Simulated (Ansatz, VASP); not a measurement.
**One calculation of ZrB2, two programs**

```
CELL_PARAMETERS angstrom
3.17000 0.00000 0.00000
-1.58500 2.74530 0.00000
0.00000 0.00000 3.53300
ATOMIC_POSITIONS crystal
Zr 0.00000 0.00000 0.00000
B 0.33333 0.66667 0.50000
B 0.66667 0.33333 0.50000
```

Alike in both runs: task single point; functional PBEsol; k mesh 10 × 10 × 8; occupations methfessel-paxton of order 1, width 0.15 eV; no spin polarisation.

|  | VASP | Ansatz |
| --- | --- | --- |
| version | VASP 6.6.1 | Ansatz 0.2.0 |
| potentials or method | VASP PAW PBE potentials, release 64 (Zr_sv, B), cutoff 520 eV | plane waves, PAW |
| valence electrons in the cell | 18 | 18 |

Ansatz gave:

| Quantity | Value |
| --- | --- |
| pressure (GPa) | -4.1 |

Problem. Estimate VASP's values.

Solution. Pressure (GPa): -3.8.

VASP's potentials were made for PBE, not for PBEsol. With one functional, cell and mesh, what is left measures potentials, basis and numerics. Ansatz's warnings: stress scf threshold loose.
